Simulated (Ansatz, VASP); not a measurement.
**One calculation of Na, two programs**

```
Na
1.0
    -2.09491    2.09491    2.09491
     2.09491   -2.09491    2.09491
     2.09491    2.09491   -2.09491
Na
1
Direct
  0.00000 0.00000 0.00000
```

Alike in both runs: functional PBE; k mesh 14 × 14 × 14; occupations gaussian, width 0.1 eV; no spin polarisation.

Ansatz relaxed the structure, and its values are those at the end. VASP's run is a single point on that final structure, the one shown.

|  | VASP | Ansatz |
| --- | --- | --- |
| version | VASP 6.6.1 | Ansatz 0.2.0 |
| potentials or method | VASP PAW PBE potentials, release 64 (Na_pv), cutoff 520 eV | scalar-relativistic, plane waves, PAW |
| valence electrons in the cell | 7 | 9 |

```tsv
	VASP	Ansatz	Ansatz less VASP
gap on the k mesh at the Fermi level (eV)	none	none	-
pressure (GPa)	0.0	0.0	+0.02
```

A gap of «none» marks a metal or a gap that the smearing closes. With one functional, cell and mesh, what is left measures potentials, basis and numerics. VASP's potentials hold 7 valence electrons a cell and Ansatz's 9, so a difference there can come from the potentials and not from the codes.
